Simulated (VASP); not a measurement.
Runs of VASP 6.6.1 on BAs. The structure is that of space group F-43m (No. 216), or close to it. The cells are those of the table. 

```tsv
task	cell	gap on the mesh (eV)	pressure (GPa)
single point	a = 3.388 Å, angles 60.0°, 2 atoms	1.19	(a)
single point	a = 3.335 Å, angles 60.0°, 2 atoms	(b)	6.0
relaxation of cell and atoms	relaxed to 2 GPa from a = 3.378 Å, angles 60.0°, 2 atoms	1.17	2.0
relaxation of cell and atoms	relaxed to -2 GPa from a = 3.378 Å, angles 60.0°, 2 atoms	1.19	-2.0
relaxation of cell and atoms	relaxed to 10 GPa from a = 3.378 Å, angles 60.0°, 2 atoms	1.13	9.9
```

Alike in all rows: level PBEsol; potentials or basis VASP PAW PBE potentials, release 64 (B, As); no spin polarisation; k mesh 6 × 6 × 6; cutoff (eV) 500; smearing gaussian 0.01 eV.

Task: Estimate the missing entries.

Result: (a) -1.2; (b) 1.15.

Caveats: the PAW data sets were made with another functional, which shifts forces and pressure a little; the cell is relaxed towards a set pressure, so the enthalpy falls and the energy may rise (some runs).

A k mesh can miss the band edges, and the runs leave out spin-orbit coupling on As.
